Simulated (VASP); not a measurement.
Here is a VASP 6.6.1 calculation.

File INCAR:

```
SYSTEM = Ir
PREC = Accurate
ENCUT = 500
EDIFF = 1E-6
ISMEAR = -1
SIGMA = 0.1
LREAL = .False.
LASPH = .True.
NELM = 120
ALGO = Normal
ISIF = 2
LWAVE = .False.
LCHARG = .True.
GGA = PE
LELF = .True.
LVHAR = .True.
NBANDS = 10
GGA_COMPAT = .False.
```

Contents of KPOINTS:

```
regular mesh
0
Gamma
  18 18 18
  0 0 0
```

File POSCAR:

```
Ir
1.0
    0.0000000000      1.9356832712      1.9356832712
    1.9356832712      0.0000000000      1.9356832712
    1.9356832712      1.9356832712      0.0000000000
Ir
1
Direct
    0.0000000000      0.0000000000      0.0000000000
```

Potentials or basis: VASP PAW PBE potentials, release 64 (Ir).

Run with:

```sh
$ cat potpaw_PBE.64/Ir/POTCAR > POTCAR
$ mpirun -np 1 vasp_std > vasp.out
```

Task: Predict the band gap on the k mesh.

Result: Zero (an odd number of electrons rules out a gap without spin polarisation).

Task: Estimate the pressure.

Result: 0.5 GPa.

Caveat: spin-orbit coupling is left out, which moves the levels of the heavy elements.
